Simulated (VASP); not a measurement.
Wanted: the native input for a VASP 6.6.1 run.

* Task: single point
* Functional: PBE
* Dispersion: D4
* Potentials or basis: VASP PAW PBE potentials, release 64 (Zr_sv, C)
* Cutoff: 520 eV
* k mesh: 15 × 15 × 15
* Occupations: fermi-dirac, width 0.05 eV
* Spin: no spin polarisation
* Hubbard terms: Zr d U = 6.0 eV
* Dipole correction: no
* Further INCAR settings: ALGO = Normal; EDIFF = 1e-07; NBANDS = 15

The structure of ZrC lies in POSCAR:

```
ZrC
1.0
    0.0000000000      2.3502100000      2.3502100000
    2.3502100000      0.0000000000      2.3502100000
    2.3502100000      2.3502100000      0.0000000000
Zr C
1 1
Direct
    0.5000000000      0.5000000000      0.5000000000
    0.0000000000      0.0000000000      0.0000000000
```

One way to write it, as run:

INCAR

```
ALGO = Normal
EDIFF = 1E-7
ENCUT = 520
GGA = PE
ISIF = 2
ISMEAR = -1
IVDW = 13
LASPH = T
LCHARG = T
LDAU = T
LDAUJ = 0 0
LDAUL = 2 -1
LDAUPRINT = 1
LDAUTYPE = 2
LDAUU = 6 0
LELF = T
LMAXMIX = 4
LREAL = F
LVHAR = T
LWAVE = F
NBANDS = 15
NELM = 150
PREC = Accurate
SIGMA = 0.05
```

KPOINTS

```
k-points
0
Gamma
  15 15 15
```

Potentials or basis: VASP PAW PBE potentials, release 64 (Zr_sv, C).

Launch:

```sh
$ cat potpaw_PBE.64/Zr_sv/POTCAR potpaw_PBE.64/C/POTCAR > POTCAR
$ mpirun -np 1 vasp_std > vasp.out
```

Results of the run:

- Pressure: 15.5 GPa
- Band gap on the k mesh: zero (bands 8 and 9 overlap by 1.15 eV)
- Dispersion energy per atom: -0.249 eV

Caveat: the cell stands under pressure; U without spin polarisation on a metal has little footing; the U is typed as a test and isn't derived for this compound.

Run time: 84 s on 1 thread of Intel Xeon 8259CL (shared host), peak memory 0.19 GiB.
